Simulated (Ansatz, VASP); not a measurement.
# Ti in VASP and in Ansatz

Contents of INCAR:

```
SYSTEM = Ti
PREC = Accurate
ENCUT = 520
EDIFF = 1E-6
ISMEAR = 0
SIGMA = 0.15
LREAL = .FALSE.
LASPH = .TRUE.
NELM = 60
ALGO = Normal
ISIF = 2
LWAVE = .FALSE.
LCHARG = .FALSE.
GGA = PE
NBANDS = 12
```

The input KPOINTS:

```
regular mesh
0
G
  18 18 18
  0 0 0
```

POSCAR

```
Ti
1.0
    0.0000000000      1.9119483597      2.0558584513
    1.9119483597      0.0000000000      2.0558584513
    1.9119483597      1.9119483597      0.0000000000
Ti
1
Direct
    0.0000000000      0.0000000000      0.0000000000
```

Input for Ansatz:

```yaml
crystal:
  lattice:
    - [0.0, 1.9119483597, 2.0558584513]
    - [1.9119483597, 0.0, 2.0558584513]
    - [1.9119483597, 1.9119483597, 0.0]
  atoms:
    - { symbol: Ti, position: [0.0, 0.0, 0.0] }
basis:
  ecutwfc: 520.0
kpoints:
  mp_grid: { grid: [18, 18, 18] }
hamiltonian:
  xc: pbe
  pseudopotentials: { kind: paw, azcp: { folder: soft_1 } }
scf:
  occupations: { method: gaussian, width: 0.15 }
output:
  forces: true
  stress: true
  eigenvalues: true
```

Change from the starting cell: normal strain along x -0.0700, normal strain along y -0.0700.

Alike in both runs: task single point; functional PBE; k mesh 18 × 18 × 18; occupations gaussian, width 0.15 eV; no spin polarisation.

```csv
,VASP,Ansatz
version,VASP 6.6.1,Ansatz 0.2.0
potentials or method,"VASP PAW PBE potentials, release 64 (Ti_sv), cutoff 520 eV","scalar-relativistic, plane waves, PAW"
valence electrons in the cell,12,12
```

Ansatz gave:

| Quantity | Value |
| --- | --- |
| gap on the k mesh at the Fermi level (eV) | none |
| pressure (GPa) | 19.9 |
| traceless stress, the component that is largest in VASP (GPa) | -1.42 |

Problem. What did VASP give for the same quantities?

Solution. gap on the k mesh at the Fermi level (eV): none; pressure (GPa): 19.4; traceless stress, the component that is largest in VASP (GPa): -1.48.

A gap of «none» marks a metal or a gap that the smearing closes.
